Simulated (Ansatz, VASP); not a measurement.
# Two plane-wave programs on Bi

File POSCAR:

```
Bi
1.0
    4.3148968867      0.0000000000      0.0000000000
   -2.1574484433      3.7368103186      0.0000000000
    0.0000000000      0.0000000000     27.0530695984
Bi
2
Direct
    0.3333333333      0.6666666667      0.3127438498
    0.6666666667      0.3333333333      0.3757744986
```

INCAR.step1

```
PREC = Accurate
ENCUT = 520
EDIFF = 1E-5
ISMEAR = 0
SIGMA = 0.01
LREAL = False
LASPH = True
NELM = 80
ALGO = Normal
ISIF = 2
LWAVE = True
LCHARG = False
LDIPOL = True
IDIPOL = 3
DIPOL = 0.5 0.5 0.344
NBANDS = 22
GGA = PE
LUSENCCL = False
```

Contents of INCAR.step2:

```
PREC = Accurate
ENCUT = 520
EDIFF = 1E-6
ISMEAR = 0
SIGMA = 0.01
LREAL = False
LASPH = True
NELM = 80
ALGO = Normal
ISIF = 2
LWAVE = False
LCHARG = False
LDIPOL = True
IDIPOL = 3
DIPOL = 0.5 0.5 0.344
GGA = PE
LHFCALC = True
HFSCREEN = 0.2079
PRECFOCK = Normal
NBANDS = 22
ISTART = 1
LUSENCCL = False
```

Contents of KPOINTS:

```
regular mesh
0
Gamma
  6 6 1
```

Input for Ansatz:

```yaml
crystal:
  lattice:
    - [4.3148968867, 0.0, 0.0]
    - [-2.1574484433, 3.7368103186, 0.0]
    - [0.0, 0.0, 27.0530695984]
  atoms:
    - { symbol: Bi, position: [0.3333333333, 0.6666666667, 0.3127438498] }
    - { symbol: Bi, position: [0.6666666667, 0.3333333333, 0.3757744986] }
  periodic: [true, true, false]
kpoints:
  mp_grid: { grid: [6, 6, 1] }
  band_path:
    path: [[0.0, 0.0, 0.0], [0.5, 0.0, 0.0], [0.3333333333, 0.3333333333, 0.0]]
    npoints: 1
hamiltonian:
  xc: hse06
scf:
  occupations: { method: fixed }
  n_extra_bands: 4
output:
  forces: true
  stress: true
  eigenvalues: true
```

Alike in both runs: task single point; functional HSE06; k mesh 6 × 6 × 1; no spin polarisation.

```csv
,VASP,Ansatz
version,VASP 6.6.1,Ansatz 0.2.0
potentials or method,"VASP PAW PBE potentials, release 64 (Bi_d)","plane waves, PAW"
plane-wave cutoff (eV),520,420
occupations,"gaussian, width 0.01 eV",fixed
valence electrons in the cell,30,30
```

VASP gave:

```
gap on the k mesh at the Fermi level (eV) : 1.01
rms of the force components (eV/Å)        : 0.046
```

Question: Estimate Ansatz's values.

Answer: gap on the k mesh at the Fermi level (eV): 1.03; rms of the force components (eV/Å): 0.065.

Atom by atom the forces differ by 0.019 eV/Å (rms over components). Ansatz's warnings: stress exchange threshold loose, stress scf threshold loose.

Neither program's run includes spin-orbit coupling.
